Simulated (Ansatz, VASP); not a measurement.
## Ta: VASP beside Ansatz

```
Ta
1.0
    -1.65939    1.65939    1.65939
     1.65939   -1.65939    1.65939
     3.31879    3.31879    0.00000
Ta
2
Direct
  0.96804 0.03196 0.00000
  0.53196 0.46804 0.50000
```

Change from the starting cell: mode 4 (88.7 1/cm) frozen in, largest displacement +0.150 Å.

Alike in both runs: task single point; functional PBE; k mesh 22 × 22 × 14; occupations gaussian, width 0.15 eV; no spin polarisation.

|  | VASP | Ansatz |
| --- | --- | --- |
| version | VASP 6.6.1 | Ansatz 0.2.0 |
| potentials or method | VASP PAW PBE potentials, release 64 (Ta_pv), cutoff 520 eV | scalar-relativistic, plane waves, PAW |
| valence electrons in the cell | 22 | 26 |

VASP gave:

| Item | Value |
| --- | --- |
| gap on the k mesh at the Fermi level (eV) | none |
| pressure (GPa) | 1.4 |
| traceless stress, the component that is largest in VASP (GPa) | 0.21 |
| rms of the force components (eV/Å) | 0.412 |

Estimate Ansatz's values.

gap on the k mesh at the Fermi level (eV): none; pressure (GPa): 1.3; traceless stress, the component that is largest in VASP (GPa): 0.21; rms of the force components (eV/Å): 0.413.

Atom by atom the forces differ by 0.001 eV/Å (rms over components). A gap of «none» marks a metal or a gap that the smearing closes. With one functional, cell and mesh, what is left measures potentials, basis and numerics. VASP's potentials hold 22 valence electrons a cell and Ansatz's 26, so a difference there can come from the potentials and not from the codes.

Neither program's run includes spin-orbit coupling.
